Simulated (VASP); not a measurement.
# AlN (P6_3mc) in VASP: further runs, part 2 of 2

VASP 6.6.1. The steps go on from the part before.

### 3 Relaxation of cell and atoms, PBE+D3(BJ)

This run uses another cell than the first one, of 10.65 Å³/atom, 1.021 times its volume.

Contents of INCAR:

```
PREC = Accurate ; ENCUT = 600
EDIFF = 1E-7 ; ISMEAR = 0
SIGMA = 0.02 ; LREAL = False
LASPH = True ; NELM = 80
ALGO = Normal ; ISIF = 3
LWAVE = False ; LCHARG = False
GGA = PE ; IVDW = 12
IBRION = 2 ; NSW = 70
EDIFFG = -0.005
```

Contents of KPOINTS:

```
Automatic mesh
0
Gamma
  9 9 6
```

Contents of POSCAR:

```
AlN
1.0
    3.1302455677      0.0000000000      0.0000000000
   -1.5651227838      2.7108721817      0.0000000000
    0.0000000000      0.0000000000      5.0179604231
Al N
2 2
Direct
    0.3333333333      0.6666666667     -0.0007713538
    0.6666666667      0.3333333333      0.4992286462
    0.3333333333      0.6666666667      0.3807713538
    0.6666666667      0.3333333333      0.8807713538
```

Potentials or basis: VASP PAW PBE potentials, release 64 (Al, N).

Run with:

```console
> cat potpaw_PBE.64/Al/POTCAR potpaw_PBE.64/N/POTCAR > POTCAR
> mpirun -np 1 vasp_std > vasp.out
```

OUTCAR:

```text
PREC = Accurate
   ENCUT = 600
   EDIFF = 1E-7
   ISMEAR = 0
   LREAL = False
   LASPH = True
   NELM = 80
   ISIF = 3
   GGA = PE
   IVDW = 12
   IBRION = 2
   NSW = 70
   EDIFFG = -0.005
 IVDW          = 12

 ion  position               nearest neighbor table
   1  0.333  0.667  0.999-   4 1.90   4 1.90   4 1.90   3 1.91   2 3.09   2 3.09   2 3.09   2 3.09
                             2 3.09   2 3.09
   2  0.667  0.333  0.499-   3 1.90   3 1.90   3 1.90   4 1.91   1 3.09   1 3.09   1 3.09   1 3.09
                             1 3.09   1 3.09
   3  0.333  0.667  0.381-   2 1.90   2 1.90   2 1.90   1 1.91
   4  0.667  0.333  0.881-   1 1.90   1 1.90   1 1.90   2 1.91

  LATTYP: Found a hexagonal cell.
 ALAT       =     3.1302455677
 C/A-ratio  =     1.6030564742

  Lattice vectors:

 A1 = (   3.1302455677,   0.0000000000,   0.0000000000)
 A2 = (  -1.5651227838,   2.7108721817,   0.0000000000)
 A3 = (   0.0000000000,   0.0000000000,   5.0179604231)

Analysis of symmetry for initial positions (statically):
=====================================================================
 Subroutine PRICEL returns:
 Original cell was already a primitive cell.

 Routine SETGRP: Setting up the symmetry group for a
 hexagonal supercell.

 Subroutine GETGRP returns: Found 12 space group operations
 (whereof  6 operations were pure point group operations)
 out of a pool of 24 trial point group operations.

The static configuration has the point symmetry C_3v.
 The point group associated with its full space group is C_6v.

Analysis of symmetry for dynamics (positions and initial velocities):
=====================================================================
 Subroutine PRICEL returns:
 Original cell was already a primitive cell.

 Routine SETGRP: Setting up the symmetry group for a
 hexagonal supercell.

 Subroutine GETGRP returns: Found 12 space group operations
 (whereof  6 operations were pure point group operations)
 out of a pool of 24 trial point group operations.

The dynamic configuration has the point symmetry C_3v.
[... 117 lines left out ...]
   EMIN   =  10.00;   EMAX   =-10.00  energy-range for DOS
   EFERMI =   0.00;   METHOD = LEGACY
   ISMEAR =     0;   SIGMA  =   0.02  broadening in eV -4-tet -1-fermi 0-gaus
   EFERMI_NEDOS =   21; number of points for ismear=-14 and -15
   IALGO  =     38    algorithm
   IMIX   =      4    mixing-type and parameters
     AMIX     =   0.40;   BMIX     =  1.00
     AMIX_MAG =   1.60;   BMIX_MAG =  1.00
  volume/ion in A,a.u.               =      10.65        71.84
  Fermi-wavevector in a.u.,A,eV,Ry     =   1.181345  2.232418 18.987951  1.395575
  Thomas-Fermi vector in A             =   2.317620
   LORBIT       =      0    0 simple, 1 ext, 2 COOP (PROOUT), +10 PAW based schemes
   GGA     = PE    functional components
   LHFCALC =     F    Hartree Fock is set to
   AEXX    =    0.0000 exact exchange contribution
   IVDW    =    12    specifies the selected vdW correction
   LEPSILON=     F    determine dielectric tensor
   LRPA    =     F    only Hartree local field effects (RPA)
 conjugate gradient relaxation of ions
 non-spin polarized calculation
 Gauss-broadening in eV      SIGMA  =   0.02
  energy-cutoff  :      600.00
  volume of cell :       42.58
 maximum number of plane-waves:      1448
 NGX is ok and might be reduce to    28
   NGX = 13   NGY = 13   NGZ = 21

--------------------------------------- Ionic step        1  -------------------------------------------

 number of electron      15.9999999 magnetization

 Free energy of the ion-electron system (eV)
  ---------------------------------------------------
  ext. energy  EPLUGINS =         0.00000000
  ---------------------------------------------------
  free energy    TOTEN  =       -29.78354459 eV

  energy without entropy =      -29.78354459  energy(sigma->0) =      -29.78354459

------------------------ aborting loop because EDIFF is reached ----------------------------------------

 Edisp (eV)   -1.05305

 E8    (eV) :    -0.4112
[... 243 lines left out ...]
--------------------------------------- Ionic step        7  -------------------------------------------

 number of electron      15.9999999 magnetization

 Free energy of the ion-electron system (eV)
  ---------------------------------------------------
  ext. energy  EPLUGINS =         0.00000000
  ---------------------------------------------------
  free energy    TOTEN  =       -29.77201479 eV

  energy without entropy =      -29.77201479  energy(sigma->0) =      -29.77201479

 E-fermi :   6.3164     XC(G=0): -10.9278

 val. band max:        6.1939214309   @ k =   0.0000   0.0000   0.0000
 cond. band min:      10.4339439724   @ k =   0.0000   0.0000   0.0000
 fundamental gap:      4.2400225416
 Fermi energy:         6.3163901015

 k-point     1 :       0.0000    0.0000    0.0000
  band No.  band energies     occupation
      1      -9.0211      2.00000
      2      -6.8632      2.00000
      3       0.1803      2.00000
      4       5.3240      2.00000
      5       5.3240      2.00000
      6       5.9750      2.00000
      7       5.9750      2.00000
      8       6.1939      2.00000
      9      10.4339      0.00000
     10      12.8874      0.00000
     11      16.8383      0.00000
     12      17.3716      0.00000
[... 331 lines left out ...]
 k-point    24 :       0.3333    0.3333    0.1667
  band No.  band energies     occupation
      1      -6.4979      2.00000
      2      -6.4979      2.00000
      3       1.4708      2.00000
      4       2.0089      2.00000
      5       2.0089      2.00000
      6       3.4877      2.00000
      7       4.3137      2.00000
      8       4.3137      2.00000
      9      11.6509      0.00000
     10      14.5080      0.00000
     11      15.3334      0.00000
     12      15.3334      0.00000

 [... further k-points ...]

------------------------ aborting loop because EDIFF is reached ----------------------------------------

 Edisp (eV)   -1.07857

 E8    (eV) :    -0.4212
[... 27 lines left out ...]
  FREE ENERGIE OF THE ION-ELECTRON SYSTEM (eV)
  ---------------------------------------------------
  free  energy   TOTEN  =       -30.8505837468 eV

  energy  without entropy=      -30.8505837468  energy(sigma->0) =      -30.85058375

 reached required accuracy - stopping structural energy minimisation
```

Wall time 2.5 min (1 thread of AMD EPYC 7R43 (Zen 3), shared host); peak memory 0.16 GiB.

Results:

```yaml
Free_energy: -30.8506 eV
Relaxed_volume: 10.40 Å³/atom
Relaxed_cell: a = 3.107 Å, b = 3.107 Å, c = 4.976 Å, α = 90.00°, β = 90.00°, γ = 120.00°
Space_group_after_relaxing_to_0.05_Å: P6_3mc (No. 186)
Energy_gained_by_relaxing: 3.5 meV/atom
Ionic_steps: 7
Pressure_after_relaxing: 0.0 GPa
Band_gap_on_the_k_mesh: 4.24 eV, direct
Dispersion_energy_per_atom: -0.270 eV
```

The path:
| step | energy change (eV) | largest force (eV/Å) | pressure (GPa) | volume (Å³) |
| --- | --- | --- | --- | --- |
| 1 | 0.0000 | 0.0015 | -4.48 | 42.58 |
| 2 | -0.0030 | 0.0128 | 4.27 | 40.77 |
| 3 | -0.0140 | 0.0063 | 0.00 | 41.61 |
| 4 | -0.0139 | 0.0065 | 0.09 | 41.59 |
| 5 | -0.0140 | 0.0088 | -0.07 | 41.62 |
| 6 | -0.0140 | 0.0087 | -0.07 | 41.62 |
| 7 | -0.0140 | 0.0007 | -0.01 | 41.61 |

Final structure:
```cif
data_structure
_symmetry_space_group_name_H-M 'P 1'
_symmetry_Int_Tables_number 1
_cell_length_a 3.1072
_cell_length_b 3.1072
_cell_length_c 4.9761
_cell_angle_alpha 90.000
_cell_angle_beta 90.000
_cell_angle_gamma 120.000
_cell_volume 41.61
loop_
_atom_site_label
_atom_site_type_symbol
_atom_site_fract_x
_atom_site_fract_y
_atom_site_fract_z
_atom_site_occupancy
Al1 Al 0.33333 0.66667 0.99908 1
Al2 Al 0.66667 0.33333 0.49908 1
N1 N 0.33333 0.66667 0.38092 1
N2 N 0.66667 0.33333 0.88092 1
```

Levels at points of the mesh, in eV from the valence-band top:
```csv
k point,band 6,band 7,band 8,band 9,band 10,band 11
"(0.00, 0.00, 0.00)",-0.22,-0.22,0.00,4.24,6.69,10.64
"(0.00, 0.00, 0.50)",-0.55,-0.55,-0.55,6.50,6.50,10.35
```

A k mesh can miss the band edges.
